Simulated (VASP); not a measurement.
Runs of VASP 6.6.1 on SbMo (CsCl type). The structure is that of space group Pm-3m (No. 221), or close to it. The cells are those of the table. 

```csv
cell,gap on the mesh (eV),pressure (GPa)
"a = 3.263 Å, 2 atoms",none,0.6
"a = 3.150 Å, 2 atoms",none,26.4
"a = 2.752 Å, 2 atoms",none,(a)
"a = 3.029 Å, 2 atoms",none,72.0
```

Alike in all rows: task single point; level LDA; potentials or basis VASP PAW LDA potentials, release 64 (Mo_sv, Sb); no spin polarisation; k mesh 13 × 13 × 13; cutoff (eV) 520; smearing fermi-dirac 0.08 eV.

Question: Estimate the missing entries.

Answer: (a) 307.1.

Caveats: spin-orbit coupling is left out, which moves the levels of the heavy elements; the cell stands under pressure (at least some runs).

A k mesh can miss the band edges, and the runs leave out spin-orbit coupling on Mo, Sb.

A gap of «none» marks levels without a gap at the run's occupations.
